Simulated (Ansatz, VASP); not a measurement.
## PbSe: VASP beside Ansatz

```
CELL_PARAMETERS angstrom
0.00000 3.08226 3.18274
3.08226 0.00000 3.18274
3.08226 3.08226 0.00000
ATOMIC_POSITIONS crystal
Pb 0.00000 0.00000 0.00000
Se 0.50000 0.50000 0.50000
```

Alike in both runs: task single point; functional PBE; dispersion D3(BJ); k mesh 10 × 10 × 10; occupations gaussian, width 0.03 eV; no spin polarisation.

|  | VASP | Ansatz |
| --- | --- | --- |
| version | VASP 6.6.1 | Ansatz 0.2.0 |
| potentials or method | VASP PAW PBE potentials, release 64 (Pb_d, Se), cutoff 520 eV | scalar-relativistic, plane waves, PAW |
| valence electrons in the cell | 20 | 30 |

|  | VASP | Ansatz | Ansatz less VASP |
| --- | --- | --- | --- |
| gap on the k mesh at the Fermi level (eV) | 0.43 | 0.43 | -0.005 |
| least direct gap on the mesh (eV) | 0.43 | 0.43 | -0.005 |
| pressure (GPa) | -2.0 | -2.0 | +0.02 |
| traceless stress, the component that is largest in VASP (GPa) | -2.02 | -2.01 | +0.006 |

VASP's potentials hold 20 valence electrons a cell and Ansatz's 30, so a difference there can come from the potentials and not from the codes.

Spin-orbit coupling is off throughout.
